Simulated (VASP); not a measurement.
Crystal: AlSn.

```
Sn Al
1.0
     4.19811    0.00000    0.00000
    -2.09905    3.63567    0.00000
     0.00000    0.00000    3.30685
Sn Al
1 1
Direct
  0.33333 0.66667 0.50000
  0.00000 0.00000 0.00000
```

Base run:

| Item | Value |
| --- | --- |
| Program | VASP 6.6.1 |
| Functional | PBEsol |
| Potentials or basis | VASP PAW PBE potentials, release 64 (Sn_d, Al) |
| Cutoff | 520 eV |
| k mesh | 7 × 7 × 8 |
| Occupations | fermi-dirac, width 0.05 eV |
| Spin | no spin polarisation |

Its results: pressure -1.8 GPa.

**Question.** The run is repeated on the same cell with these changes: functional from PBEsol to BLYP. What comes out?

**Answer.** Pressure 3.7 GPa.

BLYP binds less tightly than PBEsol, so the same cell stands under more pressure.

Caveats: the PAW data sets were made with another functional, which shifts forces and pressure a little.
